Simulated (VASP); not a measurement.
A run of VASP 6.6.1:

The input INCAR:

```
PREC = Accurate ; ENCUT = 520
EDIFF = 1E-6 ; ISMEAR = 0
SIGMA = 0.02 ; LREAL = False
LASPH = True ; NELM = 100
ALGO = Normal ; ISIF = 2
LWAVE = False ; LCHARG = False
NBANDS = 11
```

The input KPOINTS:

```
Automatic mesh
0
Gamma
  12 12 12
```

The input POSCAR:

```
Si
1.0
    0.0000000000      2.7168139163      2.7168139163
    2.7168139163      0.0000000000      2.7168139163
    2.7168139163      2.7168139163      0.0000000000
Si
2
Direct
    0.0000000000      0.0000000000      0.0000000000
    0.2500000000      0.2500000000      0.2500000000
```

Potentials or basis: VASP PAW LDA potentials, release 64 (Si).

Launch:

```console
$ cat potpaw_LDA.64/Si/POTCAR > POTCAR
$ mpirun -np 1 vasp_std > vasp.out
```

Hardware: 1 thread of Intel(R) Xeon(R) Platinum 8259CL CPU @ 2.50GHz (Skylake/Cascade Lake), on a shared host.

Q: How long does it take, and how much memory?

A: Run time: 21 s on 1 thread of Intel(R) Xeon(R) Platinum 8259CL CPU @ 2.50GHz (Skylake/Cascade Lake) (shared host), peak memory 0.15 GiB. Counts: scf iterations 11, k points 72.
